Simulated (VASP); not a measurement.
## ZrTaN: single point with PBE

Crystal: ZrTaN.

```
Zr Ta N
1.0
     3.51233    0.00000    0.00000
     0.00000    3.51233    0.00000
     0.00000    0.00000    6.61004
Zr Ta N
2 2 2
Direct
  0.00000 0.00000 0.75000
  0.00000 0.00000 0.25000
  0.50000 0.50000 0.00000
  0.50000 0.50000 0.50000
  0.50000 0.00000 0.50000
  0.00000 0.50000 0.00000
```

* Program: VASP 6.6.1
* Task: single point
* Functional: PBE
* Potentials or basis: VASP PAW PBE potentials, release 64 (Zr_sv, Ta_pv, N)
* Cutoff: 520 eV
* k mesh: 6 × 6 × 4
* Occupations: gaussian, width 0.1 eV
* Spin: no spin polarisation

| Property | Result |
| --- | --- |
| Pressure | 67.3 GPa |
| Band gap on the k mesh | zero (band 28 reaches 9.54 eV, above the bottom of band 29 at 9.32 eV) |

Stress tensor (GPa, compression positive):
```
95.68  0.00  0.00
 0.00 95.68  0.00
 0.00  0.00 10.47
```

Levels at points of the mesh, in eV from the Fermi level:
```tsv
k point	band 25	band 26	band 27	band 28	band 29	band 30	band 31	band 32
(0.00, 0.00, 0.00)	-0.82	-0.63	-0.16	-0.16	0.42	0.42	0.52	1.18
(0.50, 0.00, 0.00)	-1.32	-1.21	-1.10	-1.06	1.09	1.18	1.72	2.07
(0.50, 0.50, 0.00)	-1.23	-1.23	-0.82	-0.82	2.10	2.92	3.31	3.81
(0.00, 0.00, 0.50)	-1.08	-1.08	-0.02	-0.02	0.11	0.11	0.37	0.37
(0.50, 0.00, 0.50)	-1.56	-1.44	-1.32	-0.10	0.24	0.44	0.84	1.13
(0.50, 0.50, 0.50)	-1.25	-1.25	-0.72	-0.72	2.87	2.87	3.32	3.32
```

It took 36 s on 1 thread of Intel(R) Xeon(R) Platinum 8559C (Emerald Rapids) (shared host), peak memory 0.23 GiB.

Caveat: spin-orbit coupling is left out, which moves the levels of the heavy elements.
